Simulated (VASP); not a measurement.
# I2 in VASP: further runs

I2 is run at these levels: PBEsol; tasks: single point, relaxation of the atoms.

Everything below comes from runs of VASP 6.6.1. Logs are shortened: lines on timing, memory, paths and dates and some standing lists are left out, and cuts for length are marked.

### Step 1. The cell of the first run

The cell holds a molecule in a box, 2 atoms: a = 13.000 Å, b = 13.300 Å, c = 13.600 Å, α = 90.00°, β = 90.00°, γ = 90.00°.

### Step 2. Single point, PBEsol

The input, INCAR:

```
SYSTEM = I
  ALGO = Normal
  EDIFF = 1E-6
  ENCUT = 520
  GGA = PS
  ISIF = 2
  ISMEAR = 0
  LASPH = .True.
  LCHARG = .False.
  LREAL = .False.
  LWAVE = .False.
  NBANDS = 14
  NELM = 80
  PREC = Accurate
  SIGMA = 0.01
```

The input, KPOINTS:

```
k-points
0
Gamma
  1 1 1
  0 0 0
```

The input, POSCAR:

```
I
1.0
   13.0000000000      0.0000000000      0.0000000000
    0.0000000000     13.3000000000      0.0000000000
    0.0000000000      0.0000000000     13.6000000000
I
2
Direct
    0.3977710352      0.5000000000      0.5000000000
    0.6022289648      0.5000000000      0.5000000000
```

Potentials or basis: VASP PAW PBE potentials, release 64 (I).

The run is started by

```bash
cat potpaw_PBE.64/I/POTCAR > POTCAR
mpirun -np 1 vasp_gam > vasp.out
```

OUTCAR:

```text
SYSTEM = I
   EDIFF = 1E-6
   ENCUT = 520
   GGA = PS
   ISIF = 2
   ISMEAR = 0
   LASPH = .True.
   LREAL = .False.
   NELM = 80
   PREC = Accurate

 ion  position               nearest neighbor table
   1  0.398  0.500  0.500-   2 2.66
   2  0.602  0.500  0.500-   1 2.66

  LATTYP: Found a simple orthorhombic cell.
 ALAT       =    13.0000000000
 B/A-ratio  =     1.0230769231
 C/A-ratio  =     1.0461538462

  Lattice vectors:

 A1 = (  13.0000000000,   0.0000000000,   0.0000000000)
 A2 = (   0.0000000000,  13.3000000000,   0.0000000000)
 A3 = (   0.0000000000,   0.0000000000,  13.6000000000)

Analysis of symmetry for initial positions (statically):
=====================================================================
 Subroutine PRICEL returns:
 Original cell was already a primitive cell.

 Routine SETGRP: Setting up the symmetry group for a
 simple orthorhombic supercell.

 Subroutine GETGRP returns: Found  8 space group operations
 (whereof  8 operations were pure point group operations)
 out of a pool of  8 trial point group operations.

The static configuration has the point symmetry D_2h.

Analysis of symmetry for dynamics (positions and initial velocities):
=====================================================================
 Subroutine PRICEL returns:
 Original cell was already a primitive cell.

 Routine SETGRP: Setting up the symmetry group for a
 simple orthorhombic supercell.

 Subroutine GETGRP returns: Found  8 space group operations
 (whereof  8 operations were pure point group operations)
 out of a pool of  8 trial point group operations.

The dynamic configuration has the point symmetry D_2h.

 Subroutine INISYM returns: Found  8 space group operations
 (whereof  8 operations are pure point group operations),
 and found     1 'primitive' translations

----------------------------------------------------------------------------------------

                                     Primitive cell

  volume of cell :    2351.4400

  direct lattice vectors                    reciprocal lattice vectors
    13.000000000  0.000000000  0.000000000     0.076923077  0.000000000  0.000000000
     0.000000000 13.300000000  0.000000000     0.000000000  0.075187970  0.000000000
     0.000000000  0.000000000 13.600000000     0.000000000  0.000000000  0.073529412

  length of vectors
    13.000000000 13.300000000 13.600000000     0.076923077  0.075187970  0.073529412

  position of ions in fractional coordinates (direct lattice)
     0.397771035  0.500000000  0.500000000
     0.602228965  0.500000000  0.500000000

  ion indices of the primitive-cell ions
   primitive index   ion index
                 1           1
                 2           2

----------------------------------------------------------------------------------------

 KPOINTS: k-points

Automatic generation of k-mesh.
 Grid dimensions read from file:
 generate k-points for:    1    1    1

 Generating k-lattice:

  Cartesian coordinates                     Fractional coordinates (reciprocal lattice)
     0.076923077  0.000000000  0.000000000     1.000000000  0.000000000  0.000000000
     0.000000000  0.075187970  0.000000000     0.000000000  1.000000000  0.000000000
     0.000000000  0.000000000  0.073529412     0.000000000  0.000000000  1.000000000

  Length of vectors
     0.076923077  0.075187970  0.073529412

  Shift w.r.t. Gamma in fractional coordinates (k-lattice)
     0.000000000  0.000000000  0.000000000

 Subroutine IBZKPT returns following result:
 ===========================================

 Found      1 irreducible k-points:

 Following reciprocal coordinates:
            Coordinates               Weight
  0.000000  0.000000  0.000000      1.000000
   k-points           NKPTS =      1   k-points in BZ     NKDIM =      1   number of bands    NBANDS=     14
   number of dos      NEDOS =    301   number of ions     NIONS =      2
   total plane-waves  NPLWV = ******
   dimension x,y,z NGX =    98 NGY =  100 NGZ =  108
   dimension x,y,z NGXF=   196 NGYF=  200 NGZF=  216
   ions per type =               2
   NGX,Y,Z   is equivalent  to a cutoff of  12.53, 12.50, 13.20 a.u.
   NGXF,Y,Z  is equivalent  to a cutoff of  25.06, 25.00, 26.40 a.u.
 SYSTEM =  I
   PREC   = accura    normal or accurate (medium, high low for compatibility)
   ISTART =      0    job   : 0-new  1-cont  2-samecut
   ICHARG =      2    charge: 1-file 2-atom 10-const
   ISPIN  =      1    spin polarized calculation?
   LNONCOLLINEAR =      F non collinear calculations
   LSORBIT =      F    spin-orbit coupling
   LASPH  =      T    aspherical Exc in radial PAW
   ENCUT  =  520.0 eV  38.22 Ry    6.18 a.u.  24.17 24.73 25.29*2*pi/ulx,y,z
   NELM   =     80;   NELMIN=  2; NELMDL= -5     # of ELM steps
   EDIFF  = 0.1E-05   stopping-criterion for ELM
   LREAL  =      F    real-space projection
   EDIFFG = 0.1E-04   stopping-criterion for IOM
   NSW    =      0    number of steps for IOM
   IBRION =     -1    ionic relax: 0-MD 1-quasi-New 2-CG
   NFREE  =      0    steps in history (QN), initial steepest desc. (CG)
   ISIF   =      2    stress and relaxation
   ISYM   =      2    0-nonsym 1-usesym 2-fastsym
   POTIM  = 0.5000    time-step for ionic-motion
   TEBEG  =    0.0;   TEEND  =   0.0 temperature during run
   PSTRESS=    0.0 pullay stress
   NELECT =      14.0000    total number of electrons
   NUPDOWN=      -1.0000    fix difference up-down
   EMIN   =  10.00;   EMAX   =-10.00  energy-range for DOS
   EFERMI =   0.00;   METHOD = LEGACY
   ISMEAR =     0;   SIGMA  =   0.01  broadening in eV -4-tet -1-fermi 0-gaus
   EFERMI_NEDOS =   21; number of points for ismear=-14 and -15
   IALGO  =     38    algorithm
   IMIX   =      4    mixing-type and parameters
     AMIX     =   0.40;   BMIX     =  1.00
     AMIX_MAG =   1.60;   BMIX_MAG =  1.00
  volume/ion in A,a.u.               =    1175.72      7934.15
  Fermi-wavevector in a.u.,A,eV,Ry     =   0.296715  0.560710  1.197854  0.088040
  Thomas-Fermi vector in A             =   1.161512
   LORBIT       =      0    0 simple, 1 ext, 2 COOP (PROOUT), +10 PAW based schemes
   GGA     = PS    functional components
   LHFCALC =     F    Hartree Fock is set to
   AEXX    =    0.0000 exact exchange contribution
   IVDW    =     0    specifies the selected vdW correction
   LEPSILON=     F    determine dielectric tensor
   LRPA    =     F    only Hartree local field effects (RPA)
 non-spin polarized calculation
 Gauss-broadening in eV      SIGMA  =   0.01
  energy-cutoff  :      520.00
  volume of cell :     2351.44
 maximum number of plane-waves:     31662
 NGX is ok and might be reduce to    98
   NGX = 49   NGY = 49   NGZ = 51

 number of electron      14.0000002 magnetization

 Free energy of the ion-electron system (eV)
  ---------------------------------------------------
  ext. energy  EPLUGINS =         0.00000000
  ---------------------------------------------------
  free energy    TOTEN  =        -2.88220504 eV

  energy without entropy =       -2.88220504  energy(sigma->0) =       -2.88220504

 E-fermi :  -5.8741     XC(G=0):  -0.6140

 val. band max:       -5.9682548317   @ k =   0.0000   0.0000   0.0000
 cond. band min:      -4.0901418706   @ k =   0.0000   0.0000   0.0000
 fundamental gap:      1.8781129610
 Fermi energy:        -5.8740518568

 k-point     1 :       0.0000    0.0000    0.0000
  band No.  band energies     occupation
      1     -18.6695      2.00000
      2     -16.3873      2.00000
      3      -9.3715      2.00000
      4      -7.6325      2.00000
      5      -7.6325      2.00000
      6      -5.9683      2.00000
      7      -5.9683      2.00000
      8      -4.0901      0.00000
      9      -0.3277      0.00000
     10       0.5401      0.00000
     11       0.6793      0.00000
     12       0.6822      0.00000
     13       0.7078      0.00000
     14       0.7592      0.00000

------------------------ aborting loop because EDIFF is reached ----------------------------------------

  FORCE on cell =-STRESS in cart. coord.  units (eV):
  Direction    XX          YY          ZZ          XY          YZ          ZX
  --------------------------------------------------------------------------------------
  -------------------------------------------------------------------------------------
  Total        0.0289168     -0.0005047     -0.0014293      0.0000000      0.0000000      0.0000000
  in kB        0.0197027     -0.0003439     -0.0009739      0.0000000      0.0000000      0.0000000
  external PRESSURE =       0.0061283 kB  Pullay stress =       0.0000000 kB

 VOLUME and BASIS-vectors are now :
 -----------------------------------------------------------------------------
  energy-cutoff  :      520.00
  volume of cell :     2351.44
      direct lattice vectors                 reciprocal lattice vectors
    13.000000000  0.000000000  0.000000000     0.076923077  0.000000000  0.000000000
     0.000000000 13.300000000  0.000000000     0.000000000  0.075187970  0.000000000
     0.000000000  0.000000000 13.600000000     0.000000000  0.000000000  0.073529412

 POSITION                                       TOTAL-FORCE (eV/Angst)
 -----------------------------------------------------------------------------------
      5.17102      6.65000      6.80000        -0.010265     -0.000000      0.000000
      7.82898      6.65000      6.80000         0.010265      0.000000      0.000000
 -----------------------------------------------------------------------------------
    total drift:                                0.000000      0.000000     -0.000000

  FREE ENERGIE OF THE ION-ELECTRON SYSTEM (eV)
  ---------------------------------------------------
  free  energy   TOTEN  =        -2.8822050399 eV

  energy  without entropy=       -2.8822050399  energy(sigma->0) =       -2.88220504
```

It took 4.3 min on 1 thread of AMD EPYC 7R13, shared host; peak memory 1.4 GiB.

What came out:

```yaml
Free_energy: -2.8822 eV
Largest_force: 0.010 eV/Å
Gap_between_the_frontier_levels: 1.88 eV
```

Forces on the atoms (eV/Å):
```
I   -0.010  0.000  0.000
I    0.010  0.000  0.000
```

Levels at points of the mesh, in eV from the valence-band top:
| k point | band 5 | band 6 | band 7 | band 8 | band 9 | band 10 |
| --- | --- | --- | --- | --- | --- | --- |
| (0.00, 0.00, 0.00) | -1.66 | 0.00 | 0.00 | 1.88 | 5.64 | 6.51 |

Caveat: the PAW data sets were made with another functional, which shifts forces and pressure a little; spin-orbit coupling is left out, which moves the levels of the heavy elements.

### Step 3. Relaxation of the atoms, PBEsol

The input, INCAR:

```
PREC     = Accurate       # precision mode
ENCUT    = 520            # plane-wave cutoff, eV
EDIFF    = 1E-6           # SCF threshold, eV
ISMEAR   = 0              # smearing method
SIGMA    = 0.01           # smearing width, eV
LREAL    = False          # projectors in reciprocal space
LASPH    = True           # aspherical terms in the spheres
NELM     = 60             # most SCF steps
ALGO     = Normal         # electronic algorithm
ISIF     = 2              # what is computed and relaxed
LWAVE    = False          # write WAVECAR
LCHARG   = False          # write CHGCAR
GGA      = PS             # functional
IBRION   = 2              # ionic algorithm
NSW      = 60             # ionic steps
EDIFFG   = -0.005         # ionic threshold
```

The input, KPOINTS:

```
Automatic mesh
0
Gamma
  1 1 1
```

The input, POSCAR:

```
I
1.0
   13.0000000000      0.0000000000      0.0000000000
    0.0000000000     13.3000000000      0.0000000000
    0.0000000000      0.0000000000     13.6000000000
I
2
Direct
    0.3965384615      0.5000000000      0.5000000000
    0.6034615385      0.5000000000      0.5000000000
```

Potentials or basis: VASP PAW PBE potentials, release 64 (I).

The run is started by

```bash
cat potpaw_PBE.64/I/POTCAR > POTCAR
mpirun -np 1 vasp_gam > vasp.out
```

Run time: 7.4 min. Hardware: 1 thread of AMD EPYC 7R13, shared host; peak memory 1.4 GiB.

The run converged. Its results:

```yaml
Free_energy: -2.8822 eV
Energy_gained_by_relaxing: 2.7 meV/atom
Ionic_steps: 3
Gap_between_the_frontier_levels: 1.88 eV
```

The path:
```
step  energy change (eV)  largest force (eV/Å)  pressure (GPa)
   1              0.0000                0.3394           -0.02
   2             -0.0054                0.0183            0.00
   3             -0.0054                0.0002            0.00
```

Final structure:
```
I
1.0
    13.00000    0.00000    0.00000
     0.00000   13.30000    0.00000
     0.00000    0.00000   13.60000
I
2
Direct
  0.39774 0.50000 0.50000
  0.60226 0.50000 0.50000
```

Levels at points of the mesh, in eV from the valence-band top:
```
           k point  band 3  band 4  band 5  band 6  band 7  band 8  band 9  band 10  band 11
(0.00, 0.00, 0.00)   -3.40   -1.66   -1.66    0.00    0.00    1.88    5.64     6.53     6.65
```

Caveat: the PAW data sets were made with another functional, which shifts forces and pressure a little; spin-orbit coupling is left out, which moves the levels of the heavy elements.
